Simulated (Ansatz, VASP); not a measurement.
# Si: VASP beside Ansatz

```xyz
2
Lattice="0.0000 2.7300 2.6949 2.7300 0.0000 2.6949 2.7300 2.7300 0.0000" Properties=species:S:1:pos:R:3 pbc="T T T"
Si    0.0000    0.0000    0.0000
Si    1.3650    1.3650    1.3475
```

Change from the starting cell: strained cell.

Alike in both runs: functional r2SCAN; k mesh 8 × 8 × 8; occupations gaussian, width 0.02 eV; no spin polarisation.

Ansatz relaxed the structure, and its values are those at the end. VASP's run is a single point on that final structure, the one shown.

```csv
,VASP,Ansatz
version,VASP 6.6.1,Ansatz 0.2.0
potentials or method,"VASP PAW PBE potentials, release 64 (Si), cutoff 550 eV","scalar-relativistic, plane waves, PAW"
valence electrons in the cell,8,8
```

Ansatz gave:

* gap on the k mesh at the Fermi level (eV): 0.66
* least direct gap on the mesh (eV): 2.64
* pressure (GPa): 0.4

Task: Which values does VASP return?

Result: gap on the k mesh at the Fermi level (eV): 0.67; least direct gap on the mesh (eV): 2.66; pressure (GPa): 0.2.

VASP's potentials were made for PBE, not for r2SCAN. Ansatz's warnings: stress scf threshold loose.
